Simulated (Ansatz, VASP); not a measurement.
KMgF3 in VASP and in Ansatz

The input INCAR:

```
SYSTEM = KMgF3
PREC = Accurate ; ENCUT = 520
EDIFF = 1E-6 ; ISMEAR = 0
SIGMA = 0.05 ; LREAL = .False.
LASPH = .True. ; NELM = 80
ALGO = Normal ; ISIF = 2
LWAVE = .False. ; LCHARG = .False.
GGA = PE ; NBANDS = 24
```

Contents of KPOINTS:

```
regular mesh
0
Gamma
  6 6 6
  0 0 0
```

Contents of POSCAR:

```
KMgF3
1.0
    4.1189883247      0.7792680614      0.7792680614
    0.7792680614      4.1189883247      0.7792680614
    0.7792680614      0.7792680614      4.1189883247
K Mg F
1 1 3
Direct
    0.5000000000      0.5000000000      0.5000000000
    0.0000000000      0.0000000000      0.0000000000
    0.5000000000      0.0000000000      0.0000000000
    0.0000000000      0.5000000000      0.0000000000
    0.0000000000      0.0000000000      0.5000000000
```

Input for Ansatz:

```yaml
crystal:
  lattice:
    - [4.1189883247, 0.7792680614, 0.7792680614]
    - [0.7792680614, 4.1189883247, 0.7792680614]
    - [0.7792680614, 0.7792680614, 4.1189883247]
  atoms:
    - { symbol: K, position: [0.5, 0.5, 0.5] }
    - { symbol: Mg, position: [0.0, 0.0, 0.0] }
    - { symbol: F, position: [0.5, 0.0, 0.0] }
    - { symbol: F, position: [0.0, 0.5, 0.0] }
    - { symbol: F, position: [0.0, 0.0, 0.5] }
basis:
  ecutwfc: 420
kpoints:
  mp_grid: { grid: [6, 6, 6] }
hamiltonian:
  xc: pbe
scf:
  occupations: { method: gaussian, width: 0.05 }
output:
  forces: true
  stress: true
  eigenvalues: true
```

Alike in both runs: task single point; functional PBE; k mesh 6 × 6 × 6; occupations gaussian, width 0.05 eV; no spin polarisation.

|  | VASP | Ansatz |
| --- | --- | --- |
| version | VASP 6.6.1 | Ansatz 0.2.0 |
| potentials or method | VASP PAW PBE potentials, release 64 (K_sv, Mg, F), cutoff 520 eV | scalar-relativistic, plane waves, PAW |
| valence electrons in the cell | 32 | 40 |

|  | VASP | Ansatz | Ansatz less VASP |
| --- | --- | --- | --- |
| gap on the k mesh at the Fermi level (eV) | 3.13 | 3.17 | +0.041 |
| least direct gap on the mesh (eV) | 3.14 | 3.18 | +0.041 |
| pressure (GPa) | 14.7 | 14.7 | -0.02 |
| traceless stress, the component that is largest in VASP (GPa) | -21.22 | -20.87 | +0.349 |

VASP's potentials hold 32 valence electrons a cell and Ansatz's 40, so a difference there can come from the potentials and not from the codes.
